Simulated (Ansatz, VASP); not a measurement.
**Ti in VASP and in Ansatz**

```
Ti
1.0
     4.56828    0.00000    0.00000
    -2.28414    3.95624    0.00000
     0.00000    0.00000    2.82444
Ti
3
Direct
  0.00000 0.00000 0.00000
  0.33333 0.66667 0.50000
  0.66667 0.33333 0.50000
```

Alike in both runs: functional r2SCAN; k mesh 12 × 12 × 14; occupations gaussian, width 0.1 eV; no spin polarisation.

Ansatz relaxed the structure, and its values are those at the end. VASP's run is a single point on that final structure, the one shown.

|  | VASP | Ansatz |
| --- | --- | --- |
| version | VASP 6.6.1 | Ansatz 0.2.0 |
| potentials or method | VASP PAW PBE potentials, release 64 (Ti_sv), cutoff 520 eV | scalar-relativistic, plane waves, PAW |
| valence electrons in the cell | 36 | 36 |

```tsv
	VASP	Ansatz	Ansatz less VASP
gap on the k mesh at the Fermi level (eV)	none	none	-
pressure (GPa)	0.4	0.0	-0.42
```

VASP's potentials were made for PBE, not for r2SCAN. A gap of «none» marks a metal or a gap that the smearing closes.
